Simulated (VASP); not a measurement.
A run of VASP 6.6.1:

INCAR

```
PREC = Accurate
ENCUT = 520
EDIFF = 1E-6
ISMEAR = -1
SIGMA = 0.01
LREAL = False
LASPH = True
NELM = 80
ALGO = Normal
ISIF = 2
LWAVE = False
LCHARG = False
GGA = PE
NBANDS = 28
```

KPOINTS

```
regular mesh
0
Gamma
  9 9 7
```

The input POSCAR:

```
SnO
1.0
    3.8136952200      0.0000000000      0.0000000000
    0.0000000000      3.8136952200      0.0000000000
    0.0000000000      0.0000000000      4.8869133000
Sn O
2 2
Direct
    0.0000000000      0.5000000000      0.2392995382
    0.5000000000      0.0000000000      0.7607004618
    0.5000000000      0.5000000000      0.0000000000
    0.0000000000      0.0000000000      0.0000000000
```

Potentials or basis: VASP PAW PBE potentials, release 64 (Sn_d, O).

Run with:

```console
$ cat potpaw_PBE.64/Sn_d/POTCAR potpaw_PBE.64/O/POTCAR > POTCAR
$ mpirun -np 1 vasp_std > vasp.out
```

Hardware: 1 thread of Intel(R) Xeon(R) 6975P-C (Granite Rapids) (shared host).

**Question.** How long does it take, and how much memory?

**Answer.** Run time: 39 s on 1 thread of Intel(R) Xeon(R) 6975P-C (Granite Rapids) (shared host), peak memory 0.23 GiB. Counts: scf iterations 14, k points 60.
